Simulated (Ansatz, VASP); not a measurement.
# SrTiO in VASP and in Ansatz

```
CELL_PARAMETERS angstrom
3.72927 0.00000 0.00000
0.00000 3.72927 0.00000
0.00000 0.00000 3.78276
ATOMIC_POSITIONS crystal
Sr 0.00000 0.00000 0.00000
Ti 0.50000 0.50000 0.50000
O 0.50000 0.50000 0.00000
```

Change from the starting cell: species swapped into the YCoC type (P4/mmm, No. 123).

Alike in both runs: task relaxation of cell and atoms; functional PBE; k mesh 6 × 6 × 6; occupations gaussian, width 0.1 eV; collinear spin.

```csv
,VASP,Ansatz
version,VASP 6.6.1,Ansatz 0.2.0
potentials or method,"VASP PAW PBE potentials, release 64 (Sr_sv, Ti_sv, O), cutoff 600 eV","scalar-relativistic, plane waves, PAW"
valence electrons in the cell,28,28
```

VASP gave:

- gap on the k mesh at the Fermi level, each at its own relaxed structure (eV): none
- net moment per atom (μB): 0.00
- size of the moment on the site where the two differ most (μB): 0.00
- relaxed volume (Å³/atom): 19.32
- relaxed length of the cell vector where the two differ most in proportion (Å): 3.823

Question: Which values does Ansatz return?

Answer: gap on the k mesh at the Fermi level, each at its own relaxed structure (eV): none; net moment per atom (μB): 0.42; size of the moment on the site where the two differ most (μB): 0.57; relaxed volume (Å³/atom): 19.46; relaxed length of the cell vector where the two differ most in proportion (Å): 3.841.

The net moments are unlike, so the other rows may belong to different states. Site moments also hang on the region over which each program counts them. A gap of «none» marks a metal or a gap that the smearing closes.
